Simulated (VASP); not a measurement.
# Cu5Pt2 (F-43m) in VASP: relaxation of cell and atoms with PBE

Aim: the relaxation of cell and atoms of Cu5Pt2 with PBE.

All numbers are computed with VASP 6.6.1; they aren't measurements. Logs are shortened: lines on timing, memory, paths and dates and some standing lists are left out, and cuts for length are marked.

### Step 1. The cell of the first run

It takes space group F-43m (No. 216, cubic). The conventional cell has a = 7.466 Å, b = 7.466 Å, c = 7.466 Å, α = 90.00°, β = 90.00°, γ = 90.00°. Within 2.4 Å of Cu (site symmetry 3m) lie 3 Cu at 1.84 Å and 1 Pt at 2.11 Å. Within 4.2 Å of Cu (site symmetry -43m) lie 12 Cu at 3.22 Å and 8 Pt at 3.23 Å. Pt (site symmetry -43m) has 16 Cu at 3.05 to 3.23 Å and 6 Pt at 3.73 Å within 4.0 Å. Within 2.8 Å of Pt (site symmetry -43m) lie 4 Cu at 2.11 Å.

The cell was generated, and may not be a known phase.

### Step 2. Relaxation of cell and atoms, PBE

INCAR reads:

```
SYSTEM = Cu5Pt2
ALGO     = Normal         ! electronic algorithm
EDIFF    = 1E-7           ! SCF threshold, eV
EDIFFG   = -0.04          ! ionic threshold
ENCUT    = 590            ! plane-wave cutoff, eV
GGA      = PE             ! functional
GGA_COMPAT= .FALSE.      
IBRION   = 2              ! ionic algorithm
ISIF     = 3              ! what is computed and relaxed
ISMEAR   = 0              ! smearing method
KPAR     = 8            
LASPH    = .TRUE.         ! aspherical terms in the spheres
LCHARG   = .FALSE.        ! write CHGCAR
LREAL    = .FALSE.        ! projectors in reciprocal space
LWAVE    = .FALSE.        ! write WAVECAR
NELM     = 120            ! most SCF steps
NELMIN   = 4            
NSW      = 90             ! ionic steps
PREC     = Accurate       ! precision mode
SIGMA    = 0.1            ! smearing width, eV
```

KPOINTS reads:

```
k-points
0
G
  4 4 4
  0 0 0
```

POSCAR reads:

```
Cu5Pt2
1.0
    0.0000000000      3.7331943500      3.7331943500
    3.7331943500      0.0000000000      3.7331943500
    3.7331943500      3.7331943500      0.0000000000
Cu Pt
5 2
Direct
    0.4130776000      0.4130776000      0.4130776000
    0.4130776000      0.4130776000      0.7607672000
    0.4130776000      0.7607672000      0.4130776000
    0.7607672000      0.4130776000      0.4130776000
    0.0000000000      0.0000000000      0.0000000000
    0.7500000000      0.7500000000      0.7500000000
    0.2500000000      0.2500000000      0.2500000000
```

Potentials or basis: VASP PAW PBE potentials, release 64 (Cu, Pt).

Run with:

```bash
cat potpaw_PBE.64/Cu/POTCAR potpaw_PBE.64/Pt/POTCAR > POTCAR
mpirun -np 8 vasp_std > vasp.out
```

OUTCAR:

```text
SYSTEM = Cu5Pt2
   EDIFF = 1E-7
   EDIFFG = -0.04
   ENCUT = 590
   GGA = PE
   IBRION = 2
   ISIF = 3
   ISMEAR = 0
   LASPH = .TRUE.
   LREAL = .FALSE.
   NELM = 120
   NELMIN = 4
   NSW = 90
   PREC = Accurate

 ion  position               nearest neighbor table
   1  0.413  0.413  0.413-   2 1.84   3 1.84   4 1.84   7 2.11   6 3.05   6 3.05   6 3.05
   2  0.413  0.413  0.761-   1 1.84   3 1.84   4 1.84   7 2.11   6 3.05   6 3.05   6 3.05
   3  0.413  0.761  0.413-   1 1.84   2 1.84   4 1.84   7 2.11   6 3.05   6 3.05   6 3.05
   4  0.761  0.413  0.413-   1 1.84   2 1.84   3 1.84   7 2.11   6 3.05   6 3.05   6 3.05
   5  0.000  0.000  0.000-
   6  0.750  0.750  0.750-   2 3.05   3 3.05   2 3.05   4 3.05   1 3.05   1 3.05   1 3.05   3 3.05
                             4 3.05   2 3.05   3 3.05   4 3.05
   7  0.250  0.250  0.250-   2 2.11   3 2.11   4 2.11   1 2.11

  LATTYP: Found a face centered cubic cell.
 ALAT       =     7.4663887000

  Lattice vectors:

 A1 = (   0.0000000000,   3.7331943500,   3.7331943500)
 A2 = (   3.7331943500,   0.0000000000,   3.7331943500)
 A3 = (   3.7331943500,   3.7331943500,   0.0000000000)

Analysis of symmetry for initial positions (statically):
=====================================================================
 Subroutine PRICEL returns:
 Original cell was already a primitive cell.

 Routine SETGRP: Setting up the symmetry group for a
 face centered cubic supercell.

 Subroutine GETGRP returns: Found 24 space group operations
 (whereof 24 operations were pure point group operations)
 out of a pool of 48 trial point group operations.

The static configuration has the point symmetry T_d .

Analysis of symmetry for dynamics (positions and initial velocities):
=====================================================================
 Subroutine PRICEL returns:
 Original cell was already a primitive cell.

 Routine SETGRP: Setting up the symmetry group for a
 face centered cubic supercell.

 Subroutine GETGRP returns: Found 24 space group operations
 (whereof 24 operations were pure point group operations)
 out of a pool of 48 trial point group operations.

The dynamic configuration has the point symmetry T_d .

 Subroutine INISYM returns: Found 24 space group operations
 (whereof 24 operations are pure point group operations),
 and found     1 'primitive' translations

----------------------------------------------------------------------------------------

                                     Primitive cell

  volume of cell :     104.0571

[... 75 lines left out ...]
   ISPIN  =      1    spin polarized calculation?
   LNONCOLLINEAR =      F non collinear calculations
   LSORBIT =      F    spin-orbit coupling
   LASPH  =      T    aspherical Exc in radial PAW
   ENCUT  =  590.0 eV  43.36 Ry    6.59 a.u.  10.46 10.46 10.46*2*pi/ulx,y,z
   NELM   =    120;   NELMIN=  4; NELMDL= -5     # of ELM steps
   EDIFF  = 0.1E-06   stopping-criterion for ELM
   LREAL  =      F    real-space projection
   EDIFFG = -.4E-01   stopping-criterion for IOM
   NSW    =     90    number of steps for IOM
   IBRION =      2    ionic relax: 0-MD 1-quasi-New 2-CG
   NFREE  =      1    steps in history (QN), initial steepest desc. (CG)
   ISIF   =      3    stress and relaxation
   ISYM   =      2    0-nonsym 1-usesym 2-fastsym
   POTIM  = 0.5000    time-step for ionic-motion
   TEBEG  =    0.0;   TEEND  =   0.0 temperature during run
   PSTRESS=    0.0 pullay stress
   NELECT =      75.0000    total number of electrons
   NUPDOWN=      -1.0000    fix difference up-down
   EMIN   =  10.00;   EMAX   =-10.00  energy-range for DOS
   EFERMI =   0.00;   METHOD = LEGACY
   ISMEAR =     0;   SIGMA  =   0.10  broadening in eV -4-tet -1-fermi 0-gaus
   EFERMI_NEDOS =   21; number of points for ismear=-14 and -15
   IALGO  =     38    algorithm
   IMIX   =      4    mixing-type and parameters
     AMIX     =   0.40;   BMIX     =  1.00
     AMIX_MAG =   1.60;   BMIX_MAG =  1.00
  volume/ion in A,a.u.               =      14.87       100.32
  Fermi-wavevector in a.u.,A,eV,Ry     =   1.467815  2.773768 29.313492  2.154481
  Thomas-Fermi vector in A             =   2.583388
   LORBIT       =      0    0 simple, 1 ext, 2 COOP (PROOUT), +10 PAW based schemes
   GGA     = PE    functional components
   LHFCALC =     F    Hartree Fock is set to
   AEXX    =    0.0000 exact exchange contribution
   IVDW    =     0    specifies the selected vdW correction
   LEPSILON=     F    determine dielectric tensor
   LRPA    =     F    only Hartree local field effects (RPA)
 conjugate gradient relaxation of ions
 non-spin polarized calculation
 Gauss-broadening in eV      SIGMA  =   0.10
  energy-cutoff  :      590.00
  volume of cell :      104.06
 maximum number of plane-waves:      3399
 NGX is ok and might be reduce to    42
   NGX = 21   NGY = 21   NGZ = 21

--------------------------------------- Ionic step        1  -------------------------------------------

 number of electron      75.0000003 magnetization

 Free energy of the ion-electron system (eV)
  ---------------------------------------------------
  ext. energy  EPLUGINS =         0.00000000
  ---------------------------------------------------
  free energy    TOTEN  =       -12.12757509 eV

  energy without entropy =      -12.09508815  energy(sigma->0) =      -12.11133162

------------------------ aborting loop because EDIFF is reached ----------------------------------------

  FORCE on cell =-STRESS in cart. coord.  units (eV):
  Direction    XX          YY          ZZ          XY          YZ          ZX
  --------------------------------------------------------------------------------------
  -------------------------------------------------------------------------------------
  Total       45.7355864     45.7355864     45.7355864     -0.0000000      0.0000000     -0.0000000
  in kB      704.1951657    704.1951657    704.1951657     -0.0000000      0.0000000     -0.0000000
  external PRESSURE =     704.1951657 kB  Pullay stress =       0.0000000 kB
[... 889 lines left out ...]
     44       9.1217      0.00000
     45       9.4681      0.00000

[... ionic steps 4 to 12 ...]

--------------------------------------- Ionic step       13  -------------------------------------------

 number of electron      75.0000040 magnetization

------------------------ aborting loop because EDIFF is reached ----------------------------------------
[... 77 lines left out ...]
--------------------------------------- Ionic step       15  -------------------------------------------

 number of electron      75.0000051 magnetization

 Free energy of the ion-electron system (eV)
  ---------------------------------------------------
  ext. energy  EPLUGINS =         0.00000000
  ---------------------------------------------------
  free energy    TOTEN  =       -21.92000983 eV

  energy without entropy =      -21.87685809  energy(sigma->0) =      -21.89843396

 E-fermi :   2.7616     XC(G=0):  -9.9330

 val. band max:        2.7273353257   @ k =   0.5000   0.2500   0.0000
 cond. band min:       2.7962922788   @ k =   0.5000   0.5000   0.0000
 fundamental gap:      0.0689569532
 Fermi energy:         2.7616292109
[... 416 lines left out ...]
  FREE ENERGIE OF THE ION-ELECTRON SYSTEM (eV)
  ---------------------------------------------------
  free  energy   TOTEN  =       -21.9200098277 eV

  energy  without entropy=      -21.8768580872  energy(sigma->0) =      -21.89843396

 reached required accuracy - stopping structural energy minimisation
```

It took 5.9 min on 8 MPI ranks of Intel Xeon Platinum 8375C at 2.90GHz (Ice Lake), shared host; peak memory 0.34 GiB.

Results:

```yaml
Free_energy: -21.9200 eV
Relaxed_volume: 21.24 Å³/atom
Relaxed_cell: a = 5.947 Å, b = 5.947 Å, c = 5.947 Å, α = 60.00°, β = 60.00°, γ = 60.00°
Space_group_after_relaxing_to_0.1_Å: F-43m (No. 216)
Pressure_after_relaxing: 0.1 GPa
Band_gap_on_the_k_mesh: zero (an odd number of electrons rules out a gap without spin polarisation)
```

Forces in eV/Å, atoms in the order of the input:
```
Cu  -0.002 -0.002 -0.002
Cu   0.002  0.002 -0.002
Cu   0.002 -0.002  0.002
Cu  -0.002  0.002  0.002
Cu   0.000  0.000  0.000
Pt   0.000  0.000  0.000
Pt   0.000  0.000  0.000
```

Final structure:
```yaml
crystal:
  lattice:
    - [0.00000, 4.20482, 4.20482]
    - [4.20482, 0.00000, 4.20482]
    - [4.20482, 4.20482, 0.00000]
  atoms:
    - { symbol: Cu, position: [0.40408, 0.40408, 0.40408] }
    - { symbol: Cu, position: [0.40408, 0.40408, 0.78777] }
    - { symbol: Cu, position: [0.40408, 0.78777, 0.40408] }
    - { symbol: Cu, position: [0.78777, 0.40408, 0.40408] }
    - { symbol: Cu, position: [0.00000, 0.00000, 0.00000] }
    - { symbol: Pt, position: [0.75000, 0.75000, 0.75000] }
    - { symbol: Pt, position: [0.25000, 0.25000, 0.25000] }
```

Caveat: the k points lie up to 0.32 Å⁻¹ apart in the final cell, too coarse for converged energies and pressures of a metal; the volume moved by over 15 % at a fixed basis, so the end points are rough; spin-orbit coupling is left out, which moves the levels of the heavy elements.

The gap in the log of VASP goes by the Fermi energy; the results here count the filled bands.